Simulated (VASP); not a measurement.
KZnF3:

```
K Zn F
1.0
     4.04742    0.00000    0.00000
     0.00000    4.04742    0.00000
     0.00000    0.00000    4.04742
K Zn F
1 1 3
Direct
  0.00000 0.00000 0.00000
  0.50000 0.50000 0.50000
  0.00000 0.50000 0.50000
  0.50000 0.00000 0.50000
  0.50000 0.50000 0.00000
```

Program: VASP 6.6.1. Alike in all runs: task single point; potentials or basis VASP PAW PBE potentials, release 64 (K_sv, Zn, F); no spin polarisation; cell as given; cutoff (eV) 520; smearing gaussian 0.1 eV.

Problem. Order these runs on this cell by their band gap on the k mesh, lowest first.
A. level PBE+U; U Zn d U = 1.0 eV; k mesh 4 × 4 × 4
B. level PBEsol; k mesh 2 × 2 × 2, shifted
C. level PBE; k mesh 4 × 4 × 4

Solution. C (3.80 eV), A (4.02 eV), B (4.83 eV).

Caveats: some runs use coarse meshes.

A k mesh can miss the band edges.
